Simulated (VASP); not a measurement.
The system is BN.

```xyz
4
Lattice="2.5371 0.0000 0.0000 -1.2685 2.1972 0.0000 0.0000 0.0000 8.4523" Properties=species:S:1:pos:R:3 pbc="T T T"
B     0.0000    1.4648    2.1131
B     1.2685    0.7324    6.3393
N     0.0000    1.4648    6.3393
N     1.2685    0.7324    2.1131
```

* Program: VASP 6.6.1
* Task: relaxation of shape and atoms at fixed volume
* Functional: PBE
* Potentials or basis: VASP PAW PBE potentials, release 64 (B, N)
* Cutoff: 600 eV
* k mesh: 12 × 12 × 4
* Occupations: gaussian, width 0.02 eV
* Spin: no spin polarisation

At the start: pressure -5.4 GPa; volume 11.78 Å³/atom.

Task: How do energy, volume and symmetry change on relaxing?

Result: Over 3 steps the energy falls by 5.6 meV/atom; space group P6_3/mmc (No. 194, to 0.1 Å) before and after.

Step by step:
```tsv
step	energy change (eV)	largest force (eV/Å)	pressure (GPa)	volume (Å³)
1	0.0000	0.0000	-5.37	47.12
2	-0.0221	0.0000	-0.49	47.12
3	-0.0222	0.0000	-0.20	47.12
```

Final structure:
```xyz
4
Lattice="2.5127 0.0000 0.0000 -1.2563 2.1760 0.0000 0.0000 0.0000 8.6172" Properties=species:S:1:pos:R:3 pbc="T T T"
B     0.0000    1.4507    2.1543
B     1.2563    0.7253    6.4629
N     0.0000    1.4507    6.4629
N     1.2563    0.7253    2.1543
```

Where two steps share one volume, the run began anew on that cell with a basis built for it.

Caveat: this functional lacks dispersion, which binds layers or chains, so the pressure and a relaxed spacing across them are unreliable.
